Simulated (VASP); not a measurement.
Wanted: the native input for a VASP 6.6.1 run.

| Item | Value |
| --- | --- |
| Task | relaxation of cell and atoms |
| Functional | PBE |
| Potentials or basis | VASP PAW PBE potentials, release 64 (B, N) |
| Cutoff | 600 eV |
| k mesh | 15 × 15 × 15 |
| Occupations | fermi-dirac, width 0.05 eV |
| Spin | no spin polarisation |
| Dipole correction | no |
| Further INCAR settings | ALGO = Normal; EDIFF = 1e-07; IBRION = 2; EDIFFG = -0.005; NSW = 60; ISIF = 3 |

The structure of BN (zincblende type) lies in POSCAR:

```
BN
1.0
    0.0000000000      2.1544346900      2.1544346900
    2.1544346900      0.0000000000      2.1544346900
    2.1544346900      2.1544346900      0.0000000000
B N
1 1
Direct
    0.0000000000      0.0000000000      0.0000000000
    0.2500000000      0.2500000000      0.2500000000
```

The input as run:

INCAR

```
ALGO = Normal
EDIFF = 1E-7
EDIFFG = -0.005
ENCUT = 600
GGA = PE
IBRION = 2
ISIF = 3
ISMEAR = -1
LASPH = T
LCHARG = F
LREAL = F
LWAVE = F
NELM = 80
NSW = 60
PREC = Accurate
SIGMA = 0.05
```

KPOINTS

```
k-points
0
Gamma
  15 15 15
```

Potentials or basis: VASP PAW PBE potentials, release 64 (B, N).

Run with:

```sh
$ cat potpaw_PBE.64/B/POTCAR potpaw_PBE.64/N/POTCAR > POTCAR
$ mpirun -np 1 vasp_std > vasp.out
```

Results of the run:

```
Relaxed volume                         : 5.96 Å³/atom
Relaxed cell                           : a = 2.564 Å, b = 2.564 Å, c = 2.564 Å, α = 60.00°, β = 60.00°, γ = 60.00°
Space group after relaxing (to 0.05 Å) : F-43m (No. 216)
Energy gained by relaxing              : 1369.9 meV/atom
Ionic steps                            : 6
Pressure after relaxing                : 0.0 GPa
Band gap on the k mesh                 : 4.50 eV, indirect (least direct gap 8.78 eV)
```

Caveat: the volume moved by over 15 % at a fixed basis, so the end points are rough.

It took 27 s on 1 thread of Intel(R) Xeon(R) Platinum 8559C (Emerald Rapids), with other jobs on the host, peak memory 0.15 GiB.
